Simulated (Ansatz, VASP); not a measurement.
Ga in VASP and in Ansatz

INCAR

```
  ALGO = Normal
  EDIFF = 1E-6
  ENCUT = 500
  GGA = LIBXC
  GGA_COMPAT = F
  ISIF = 2
  ISMEAR = 0
  ISPIN = 2
  LASPH = T
  LCHARG = F
  LIBXC1 = GGA_X_PBE_R
  LIBXC2 = LDA_C_PW
  LORBIT = 11
  LREAL = F
  LWAVE = F
  MAGMOM = 0.5
  NBANDS = 16
  NELM = 200
  PREC = Accurate
  SIGMA = 0.1
```

KPOINTS

```
k-points
0
Gamma
  13 13 13
```

Contents of POSCAR:

```
Ga
1.0
   -1.3656883352      1.3656883352      2.2799872528
    1.3656883352     -1.3656883352      2.2799872528
    1.3656883352      1.3656883352     -2.2799872528
Ga
1
Direct
    0.0000000000      0.0000000000      0.0000000000
```

The input input.yaml:

```yaml
crystal:
  lattice:
    - [-1.3656883352, 1.3656883352, 2.2799872528]
    - [1.3656883352, -1.3656883352, 2.2799872528]
    - [1.3656883352, 1.3656883352, -2.2799872528]
  atoms:
    - { symbol: Ga, position: [0.0, 0.0, 0.0], spin: 0.5 }
kpoints:
  mp_grid: { grid: [13, 13, 13] }
scf:
  occupations: { method: gaussian, width: 0.1 }
hamiltonian:
  xc: { exchange: revpbe, correlation: lda }
  pseudopotentials: { kind: all_electron, lapw: { basis_error: 0.001 } }
magnetization:
  spin_polarized: true
output:
  forces: true
  stress: true
  eigenvalues: true
```

Change from the starting cell: volume scaled by 0.96.

Alike in both runs: task single point; functional revpbe exchange, lda correlation; k mesh 13 × 13 × 13; occupations gaussian, width 0.1 eV; collinear spin.

|  | VASP | Ansatz |
| --- | --- | --- |
| version | VASP 6.6.1 | Ansatz 0.2.0 |
| potentials or method | VASP PAW PBE potentials, release 64 (Ga_d), cutoff 500 eV | all-electron LAPW, scalar-relativistic |

|  | VASP | Ansatz | Ansatz less VASP |
| --- | --- | --- | --- |
| gap on the k mesh at the Fermi level (eV) | none | none | - |
| pressure (GPa) | 17.0 | 17.0 | -0.03 |
| traceless stress, the component that is largest in VASP (GPa) | -0.20 | -0.15 | +0.054 |
| net moment per atom (μB) | 0.00 | 0.00 | 0.000 |

VASP's potentials were made for PBE, not for revpbe exchange, lda correlation. A gap of «none» marks a metal or a gap that the smearing closes. Ansatz ran all-electron here, and VASP with PAW potentials.
